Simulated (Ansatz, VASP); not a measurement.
## One calculation of V, two programs

```
V
1.0
    -1.51000    1.51000    1.51000
     1.51000   -1.51000    1.51000
     1.51000    1.51000   -1.51000
V
1
Cartesian
  0.0000 0.0000 0.0000
```

Alike in both runs: task single point; functional PBEsol; k mesh 20 × 20 × 20; occupations gaussian, width 0.05 eV; collinear spin.

|  | VASP | Ansatz |
| --- | --- | --- |
| version | VASP 6.6.1 | Ansatz 0.2.0 |
| potentials or method | VASP PAW PBE potentials, release 64 (V_sv), cutoff 520 eV | scalar-relativistic, plane waves, PAW |
| valence electrons in the cell | 13 | 13 |

```csv
,VASP,Ansatz,Ansatz less VASP
pressure (GPa),-10.6,-10.8,-0.18
net moment per atom (μB),0.00,0.00,-0.001
```

VASP's potentials were made for PBE, not for PBEsol. Ansatz's warnings: seeded moment not kept.
